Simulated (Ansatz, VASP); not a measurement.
## HRh8 in VASP and in Ansatz

```
CELL_PARAMETERS angstrom
0.00000 3.86315 3.86315
3.86315 0.00000 3.86315
3.86315 3.86315 0.00000
ATOMIC_POSITIONS crystal
Rh 0.00000 0.00000 0.00000
Rh 0.99633 0.99633 0.50367
Rh 0.99633 0.50367 0.99633
Rh 0.99633 0.50367 0.50367
Rh 0.50367 0.99633 0.99633
Rh 0.50367 0.99633 0.50367
Rh 0.50367 0.50367 0.99633
Rh 0.50000 0.50000 0.50000
H 0.25000 0.25000 0.25000
```

Alike in both runs: task relaxation of cell and atoms; functional PBE; k mesh 8 × 8 × 8; occupations gaussian, width 0.1 eV; no spin polarisation.

```csv
,VASP,Ansatz
version,VASP 6.6.1,Ansatz 0.2.0
potentials or method,"VASP PAW PBE potentials, release 64 (Rh_pv, H), cutoff 600 eV","scalar-relativistic, plane waves, PAW"
valence electrons in the cell,121,137
```

|  | VASP | Ansatz | Ansatz less VASP |
| --- | --- | --- | --- |
| gap on the k mesh at the Fermi level, each at its own relaxed structure (eV) | none | none | - |
| relaxed volume (Å³/atom) | 12.76 | 12.77 | +0.006 |
| relaxed length of the cell vector where the two differ most in proportion (Å) | 5.457 | 5.457 | +0.0008 |

A gap of «none» marks a metal or a gap that the smearing closes. VASP's potentials hold 121 valence electrons a cell and Ansatz's 137, so a difference there can come from the potentials and not from the codes.
